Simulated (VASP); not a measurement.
# Cd2S (P3m1) in VASP: further runs

Aim: see how the results for Cd2S move with the level of theory and the settings. Levels: PBEsol, LDA. Tasks: single point.

All numbers are computed with VASP 6.6.1; they aren't measurements. Logs are shortened: lines on timing, memory, paths and dates and some standing lists are left out, and cuts for length are marked.

## Step 1: The cell of the first run

It takes space group P3m1 (No. 156, trigonal). The conventional cell has a = 3.989 Å, b = 3.989 Å, c = 5.848 Å, α = 90.00°, β = 90.00°, γ = 120.00°. Within 3.3 Å of Cd (site symmetry 3m) lie 1 S at 2.53 Å and 3 Cd at 3.10 Å. Cd (site symmetry 3m) has 3 S at 2.62 Å and 3 Cd at 3.10 Å within 3.5 Å. S (site symmetry 3m) has 4 Cd at 2.53 to 2.62 Å within 3.3 Å.

## Step 2: Single point, PBEsol

Contents of INCAR:

```
PREC     = Accurate       # precision mode
ENCUT    = 520            # plane-wave cutoff, eV
EDIFF    = 1E-6           # SCF threshold, eV
ISMEAR   = -1             # smearing method
SIGMA    = 0.05           # smearing width, eV
LREAL    = F              # projectors in reciprocal space
LASPH    = T              # aspherical terms in the spheres
NELM     = 80             # most SCF steps
ALGO     = Normal         # electronic algorithm
ISIF     = 2              # what is computed and relaxed
LWAVE    = F              # write WAVECAR
LCHARG   = F              # write CHGCAR
GGA      = PS             # functional
NBANDS   = 22             # bands
```

Contents of KPOINTS:

```
regular mesh
0
Gamma
  8 8 5
```

Contents of POSCAR:

```
Cd2S
1.0
    3.9889136618      0.0000000000      0.0000000000
   -1.9944568309      3.4545005647      0.0000000000
    0.0000000000      0.0000000000      5.8476645914
Cd S
2 1
Direct
    0.3333333333      0.6666666667      0.9327170000
    0.6666666667      0.3333333333      0.5787350000
    0.3333333333      0.6666666667      0.3657050000
```

Potentials or basis: VASP PAW PBE potentials, release 64 (Cd, S).

Started as:

```
> cat potpaw_PBE.64/Cd/POTCAR potpaw_PBE.64/S/POTCAR > POTCAR
> mpirun -np 1 vasp_std > vasp.out
```

OUTCAR:

```text
PREC = Accurate
   ENCUT = 520
   EDIFF = 1E-6
   ISMEAR = -1
   LREAL = F
   LASPH = T
   NELM = 80
   ISIF = 2
   GGA = PS

 ion  position               nearest neighbor table
   1  0.333  0.667  0.933-   3 2.53   2 3.10   2 3.10   2 3.10
   2  0.667  0.333  0.579-   3 2.62   3 2.62   3 2.62   1 3.10   1 3.10   1 3.10
   3  0.333  0.667  0.366-   1 2.53   2 2.62   2 2.62   2 2.62

  LATTYP: Found a hexagonal cell.
 ALAT       =     3.9889136618
 C/A-ratio  =     1.4659792332

  Lattice vectors:

 A1 = (   3.9889136618,   0.0000000000,   0.0000000000)
 A2 = (  -1.9944568309,   3.4545005647,   0.0000000000)
 A3 = (   0.0000000000,   0.0000000000,   5.8476645914)

Analysis of symmetry for initial positions (statically):
=====================================================================
 Subroutine PRICEL returns:
 Original cell was already a primitive cell.

 Routine SETGRP: Setting up the symmetry group for a
 hexagonal supercell.

 Subroutine GETGRP returns: Found  6 space group operations
 (whereof  6 operations were pure point group operations)
 out of a pool of 24 trial point group operations.

The static configuration has the point symmetry C_3v.

Analysis of symmetry for dynamics (positions and initial velocities):
=====================================================================
 Subroutine PRICEL returns:
 Original cell was already a primitive cell.

 Routine SETGRP: Setting up the symmetry group for a
 hexagonal supercell.

 Subroutine GETGRP returns: Found  6 space group operations
 (whereof  6 operations were pure point group operations)
 out of a pool of 24 trial point group operations.

The dynamic configuration has the point symmetry C_3v.

 Subroutine INISYM returns: Found  6 space group operations
 (whereof  6 operations are pure point group operations),
 and found     1 'primitive' translations

----------------------------------------------------------------------------------------

                                     Primitive cell

  volume of cell :      80.5791

  direct lattice vectors                    reciprocal lattice vectors
     3.988913662  0.000000000  0.000000000     0.250694822  0.144738723  0.000000000
    -1.994456831  3.454500565  0.000000000     0.000000000  0.289477446  0.000000000
     0.000000000  0.000000000  5.847664591     0.000000000  0.000000000  0.171008440

  length of vectors
     3.988913662  3.988913662  5.847664591     0.289477446  0.289477446  0.171008440

  position of ions in fractional coordinates (direct lattice)
     0.333333333  0.666666667  0.932717000
     0.666666667  0.333333333  0.578735000
     0.333333333  0.666666667  0.365705000

  ion indices of the primitive-cell ions
   primitive index   ion index
                 1           1
                 2           2
                 3           3

----------------------------------------------------------------------------------------

 KPOINTS: regular mesh

Automatic generation of k-mesh.
 Grid dimensions read from file:
 generate k-points for:    8    8    5

 Generating k-lattice:

  Cartesian coordinates                     Fractional coordinates (reciprocal lattice)
     0.031336853  0.018092340  0.000000000     0.125000000  0.000000000  0.000000000
     0.000000000  0.036184681  0.000000000     0.000000000  0.125000000  0.000000000
     0.000000000  0.000000000  0.034201688     0.000000000  0.000000000  0.200000000

  Length of vectors
     0.036184681  0.036184681  0.034201688

  Shift w.r.t. Gamma in fractional coordinates (k-lattice)
     0.000000000  0.000000000  0.000000000

 Subroutine IBZKPT returns following result:
 ===========================================

 Found     40 irreducible k-points:

 Following reciprocal coordinates:
            Coordinates               Weight
  0.000000  0.000000  0.000000      1.000000
  0.125000 -0.000000  0.000000      6.000000
  0.250000 -0.000000  0.000000      6.000000
  0.375000  0.000000  0.000000      6.000000
  0.500000 -0.000000  0.000000      3.000000
  0.125000  0.125000  0.000000      6.000000
[... 16 lines left out ...]
 -0.125000  0.500000  0.200000     12.000000
  0.250000  0.250000  0.200000     12.000000
 [... further k-points ...]
   k-points           NKPTS =     40   k-points in BZ     NKDIM =     40   number of bands    NBANDS=     22
   number of dos      NEDOS =    301   number of ions     NIONS =      3
   total plane-waves  NPLWV =  43200
   dimension x,y,z NGX =    30 NGY =   30 NGZ =   48
   dimension x,y,z NGXF=    60 NGYF=   60 NGZF=   96
   ions per type =               2   1
   NGX,Y,Z   is equivalent  to a cutoff of  12.50, 12.50, 13.65 a.u.
   NGXF,Y,Z  is equivalent  to a cutoff of  25.01, 25.01, 27.29 a.u.
 SYSTEM =  unknown system
   PREC   = accura    normal or accurate (medium, high low for compatibility)
   ISTART =      0    job   : 0-new  1-cont  2-samecut
   ICHARG =      2    charge: 1-file 2-atom 10-const
   ISPIN  =      1    spin polarized calculation?
   LNONCOLLINEAR =      F non collinear calculations
   LSORBIT =      F    spin-orbit coupling
   LASPH  =      T    aspherical Exc in radial PAW
   ENCUT  =  520.0 eV  38.22 Ry    6.18 a.u.   7.42  7.42 10.87*2*pi/ulx,y,z
   NELM   =     80;   NELMIN=  2; NELMDL= -5     # of ELM steps
   EDIFF  = 0.1E-05   stopping-criterion for ELM
   LREAL  =      F    real-space projection
   EDIFFG = 0.1E-04   stopping-criterion for IOM
   NSW    =      0    number of steps for IOM
   IBRION =     -1    ionic relax: 0-MD 1-quasi-New 2-CG
   NFREE  =      0    steps in history (QN), initial steepest desc. (CG)
   ISIF   =      2    stress and relaxation
   ISYM   =      2    0-nonsym 1-usesym 2-fastsym
   POTIM  = 0.5000    time-step for ionic-motion
   TEBEG  =    0.0;   TEEND  =   0.0 temperature during run
   PSTRESS=    0.0 pullay stress
   NELECT =      30.0000    total number of electrons
   NUPDOWN=      -1.0000    fix difference up-down
   EMIN   =  10.00;   EMAX   =-10.00  energy-range for DOS
   EFERMI =   0.00;   METHOD = LEGACY
   ISMEAR =    -1;   SIGMA  =   0.05  broadening in eV -4-tet -1-fermi 0-gaus
   EFERMI_NEDOS =   21; number of points for ismear=-14 and -15
   IALGO  =     38    algorithm
   IMIX   =      4    mixing-type and parameters
     AMIX     =   0.40;   BMIX     =  1.00
     AMIX_MAG =   1.60;   BMIX_MAG =  1.00
  volume/ion in A,a.u.               =      26.86       181.26
  Fermi-wavevector in a.u.,A,eV,Ry     =   1.177718  2.225563 18.871533  1.387019
  Thomas-Fermi vector in A             =   2.314059
   LORBIT       =      0    0 simple, 1 ext, 2 COOP (PROOUT), +10 PAW based schemes
   GGA     = PS    functional components
   LHFCALC =     F    Hartree Fock is set to
   AEXX    =    0.0000 exact exchange contribution
   IVDW    =     0    specifies the selected vdW correction
   LEPSILON=     F    determine dielectric tensor
   LRPA    =     F    only Hartree local field effects (RPA)
 non-spin polarized calculation
  energy-cutoff  :      520.00
  volume of cell :       80.58
 maximum number of plane-waves:      2194
 NGX is ok and might be reduce to    30
   NGX = 15   NGY = 15   NGZ = 21

 number of electron      30.0000000 magnetization

 Free energy of the ion-electron system (eV)
  ---------------------------------------------------
  ext. energy  EPLUGINS =         0.00000000
  ---------------------------------------------------
  free energy    TOTEN  =        -7.23336124 eV

  energy without entropy =       -7.23176359  energy(sigma->0) =       -7.23256242

 E-fermi :   1.1817     XC(G=0):  -9.4011

 val. band max:        1.0431309493   @ k =   0.3750   0.2500   0.2000
 cond. band min:       1.2811255839   @ k =   0.5000  -0.0000   0.2000
 fundamental gap:      0.2379946346
 Fermi energy:         1.1817128178

 k-point     1 :       0.0000    0.0000    0.0000
  band No.  band energies     occupation
      1     -11.4361      2.00000
      2      -7.1888      2.00000
      3      -7.1888      2.00000
      4      -7.0993      2.00000
      5      -7.0993      2.00000
      6      -7.0185      2.00000
[... 14 lines left out ...]
     21       9.2680      0.00000
     22      10.9054      0.00000

 k-point     2 :       0.1250   -0.0000    0.0000
  band No.  band energies     occupation
      1     -11.3855      2.00000
      2      -7.1953      2.00000
      3      -7.1865      2.00000
      4      -7.0977      2.00000
      5      -7.0677      2.00000
      6      -6.9769      2.00000
[... 14 lines left out ...]
     21       9.3058      0.00000
     22      10.6596      0.00000

 k-point     3 :       0.2500   -0.0000    0.0000
  band No.  band energies     occupation
      1     -11.2617      2.00000
      2      -7.1994      2.00000
      3      -7.1886      2.00000
      4      -7.0916      2.00000
      5      -6.9877      2.00000
      6      -6.9443      2.00000
[... 14 lines left out ...]
     21       9.2645      0.00000
     22       9.6601      0.00000

 k-point     4 :       0.3750    0.0000    0.0000
  band No.  band energies     occupation
      1     -11.1364      2.00000
      2      -7.1999      2.00000
      3      -7.1849      2.00000
      4      -7.0987      2.00000
      5      -6.9447      2.00000
      6      -6.8961      2.00000
[... 14 lines left out ...]
     21       8.9750      0.00000
     22       9.5284      0.00000

 k-point     5 :       0.5000   -0.0000    0.0000
  band No.  band energies     occupation
      1     -11.0842      2.00000
      2      -7.2065      2.00000
      3      -7.1623      2.00000
      4      -7.1193      2.00000
      5      -6.9413      2.00000
      6      -6.8804      2.00000
[... 417 lines left out ...]
 k-point    22 :       0.3750    0.1250    0.2000
  band No.  band energies     occupation
      1     -11.0534      2.00000
      2      -7.2289      2.00000
      3      -7.1975      2.00000
      4      -7.0760      2.00000
      5      -7.0311      2.00000
      6      -6.8928      2.00000
[... 14 lines left out ...]
     21       8.8615      0.00000
     22       9.9690      0.00000

 k-point    23 :      -0.1250    0.5000    0.2000
  band No.  band energies     occupation
      1     -11.0533      2.00000
      2      -7.2238      2.00000
      3      -7.1925      2.00000
      4      -7.0894      2.00000
      5      -7.0236      2.00000
      6      -6.8783      2.00000
[... 14 lines left out ...]
     21       8.9067      0.00000
     22      10.0247      0.00000

 k-point    24 :       0.2500    0.2500    0.2000
  band No.  band energies     occupation
      1     -11.0542      2.00000
      2      -7.2432      2.00000
      3      -7.1796      2.00000
      4      -7.0569      2.00000
      5      -7.0313      2.00000
      6      -6.9172      2.00000
[... 14 lines left out ...]
     21       8.5582      0.00000
     22       9.4524      0.00000

 [... further k-points ...]

------------------------ aborting loop because EDIFF is reached ----------------------------------------

  FORCE on cell =-STRESS in cart. coord.  units (eV):
  Direction    XX          YY          ZZ          XY          YZ          ZX
  --------------------------------------------------------------------------------------
  -------------------------------------------------------------------------------------
  Total       -1.5537633     -1.5537633     -2.0992225      0.0000000      0.0000000      0.0000000
  in kB      -30.8939245    -30.8939245    -41.7394472      0.0000000      0.0000000      0.0000000
  external PRESSURE =     -34.5090988 kB  Pullay stress =       0.0000000 kB

 VOLUME and BASIS-vectors are now :
 -----------------------------------------------------------------------------
  energy-cutoff  :      520.00
  volume of cell :       80.58
      direct lattice vectors                 reciprocal lattice vectors
     3.988913662  0.000000000  0.000000000     0.250694822  0.144738723  0.000000000
    -1.994456831  3.454500565  0.000000000     0.000000000  0.289477446  0.000000000
     0.000000000  0.000000000  5.847664591     0.000000000  0.000000000  0.171008440

 POSITION                                       TOTAL-FORCE (eV/Angst)
 -----------------------------------------------------------------------------------
     -0.00000      2.30300      5.45422         0.000000      0.000000      0.047687
      1.99446      1.15150      3.38425        -0.000000      0.000000     -0.190609
     -0.00000      2.30300      2.13852         0.000000      0.000000      0.142922
 -----------------------------------------------------------------------------------
    total drift:                                0.000000     -0.000000      0.000825

  FREE ENERGIE OF THE ION-ELECTRON SYSTEM (eV)
  ---------------------------------------------------
  free  energy   TOTEN  =        -7.2333612378 eV

  energy  without entropy=       -7.2317635930  energy(sigma->0) =       -7.23256242
```

Run time: 55 s. Hardware: 1 thread of Intel Xeon Platinum 8488C (Sapphire Rapids), shared host; peak memory 0.22 GiB.

Results:

| Property | Result |
| --- | --- |
| Free energy | -7.2334 eV |
| Pressure | -3.5 GPa |
| Largest force | 0.191 eV/Å |
| Band gap on the k mesh | 0.24 eV, indirect (least direct gap 0.56 eV) |

Forces in eV/Å, atoms in the order of the input:
```
Cd   0.000  0.000  0.048
Cd   0.000  0.000 -0.191
S    0.000  0.000  0.143
```

Levels at points of the mesh, in eV from the valence-band top:
```
           k point  band 13  band 14  band 15  band 16  band 17  band 18
(0.00, 0.00, 0.00)    -3.59    -0.63    -0.63     3.12     4.98     6.78
(0.50, 0.00, 0.00)    -2.88    -1.49    -1.22     0.62     3.14     4.69
```

Caveat: the PAW data sets were made with another functional, which shifts forces and pressure a little.

(Continued in part 2 of 2.)
